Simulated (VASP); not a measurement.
Here is a VASP 6.6.1 calculation.

Contents of INCAR:

```
PREC     = Accurate       # precision mode
ENCUT    = 600            # plane-wave cutoff, eV
EDIFF    = 1E-6           # SCF threshold, eV
ISMEAR   = -1             # smearing method
SIGMA    = 0.3            # smearing width, eV
LREAL    = F              # projectors in reciprocal space
LASPH    = T              # aspherical terms in the spheres
NELM     = 80             # most SCF steps
ALGO     = Normal         # electronic algorithm
ISIF     = 3              # what is computed and relaxed
LWAVE    = F              # write WAVECAR
LCHARG   = F              # write CHGCAR
GGA      = PS             # functional
IBRION   = 2              # ionic algorithm
NSW      = 100            # ionic steps
EDIFFG   = -0.01          # ionic threshold
PSTRESS  = 200.0
```

Contents of KPOINTS:

```
regular mesh
0
Gamma
  9 9 5
```

POSCAR

```
Re
1.0
    2.7608000000      0.0000000000      0.0000000000
   -1.3804000000      2.3909229300      0.0000000000
    0.0000000000      0.0000000000      4.4582000000
Re
2
Direct
    0.3333333333      0.6666666667      0.2500000000
    0.6666666667      0.3333333333      0.7500000000
```

Potentials or basis: VASP PAW PBE potentials, release 64 (Re).

The run is started by

```bash
$ cat potpaw_PBE.64/Re/POTCAR > POTCAR
$ mpirun -np 1 vasp_std > vasp.out
```

(1) What does it give for the band gap on the k mesh?

(2) Estimate the space group after relaxing (to 0.05 Å).

(3) What does it give for the relaxed cell?

Answers

(1) zero (band 7 reaches 9.74 eV, above the bottom of band 8 at 6.70 eV).

(2) P6_3/mmc (No. 194).

(3) a = 2.719 Å, b = 2.719 Å, c = 4.364 Å, α = 90.00°, β = 90.00°, γ = 120.00°.

Caveat: the cell is relaxed towards a set pressure, so the enthalpy falls and the energy may rise; spin-orbit coupling is left out, which moves the levels of the heavy elements.
